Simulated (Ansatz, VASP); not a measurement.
# Two plane-wave programs on ScS4

```xyz
5
Lattice="4.9234 0.0000 0.0000 0.0000 4.9234 0.0000 0.0000 0.0000 4.9234" Properties=species:S:1:pos:R:3 pbc="T T T"
Sc    0.0000    0.0000    0.0000
S     2.4617    0.0000    0.0000
S     0.0000    2.4617    0.0000
S     0.0000    0.0000    2.4617
S     2.4617    2.4617    2.4617
```

Alike in both runs: functional PBE; k mesh 8 × 8 × 8; occupations gaussian, width 0.1 eV; collinear spin.

Ansatz relaxed the structure, and its values are those at the end. VASP's run is a single point on that final structure, the one shown.

|  | VASP | Ansatz |
| --- | --- | --- |
| version | VASP 6.6.1 | Ansatz 0.2.0 |
| potentials or method | VASP PAW PBE potentials, release 64 (Sc_sv, S), cutoff 520 eV | scalar-relativistic, plane waves, PAW |
| valence electrons in the cell | 35 | 35 |

VASP gave:

```
gap on the k mesh at the Fermi level (eV)                     : none
pressure (GPa)                                                : 0.2
net moment per atom (μB)                                      : 0.30
size of the moment on the site where the two differ most (μB) : 0.94
```

Q: What did Ansatz give for the same quantities?

A: gap on the k mesh at the Fermi level (eV): none; pressure (GPa): 0.0; net moment per atom (μB): 0.29; size of the moment on the site where the two differ most (μB): 1.37.

Site moments also hang on the region over which each program counts them. A gap of «none» marks a metal or a gap that the smearing closes.
